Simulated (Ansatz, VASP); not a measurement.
**BeS4: VASP beside Ansatz**

```
Be S
1.0
    -2.75525    2.75525    2.75525
     2.75525   -2.75525    2.75525
     2.75525    2.75525   -2.75525
Be S
1 4
Cartesian
  0.0000 0.0000 0.0000
  1.3776 1.3776 -1.3776
  1.3776 -1.3776 1.3776
  -1.3776 1.3776 1.3776
  1.3776 1.3776 1.3776
```

Change from the starting cell: species swapped into the CrGa4 type (Im-3m, No. 229).

Alike in both runs: functional PBE; k mesh 4 × 4 × 4; occupations gaussian, width 0.1 eV; no spin polarisation.

Ansatz relaxed the structure, and its values are those at the end. VASP's run is a single point on that final structure, the one shown.

|  | VASP | Ansatz |
| --- | --- | --- |
| version | VASP 6.6.1 | Ansatz 0.2.0 |
| potentials or method | VASP PAW PBE potentials, release 64 (Be, S), cutoff 520 eV | scalar-relativistic, plane waves, PAW |
| valence electrons in the cell | 26 | 26 |

|  | VASP | Ansatz | Ansatz less VASP |
| --- | --- | --- | --- |
| gap on the k mesh at the Fermi level (eV) | none | none | - |
| pressure (GPa) | -0.4 | -0.3 | +0.10 |

A gap of «none» marks a metal or a gap that the smearing closes. With one functional, cell and mesh, what is left measures potentials, basis and numerics.

The k mesh is coarse, so the values compare programs but aren't converged.
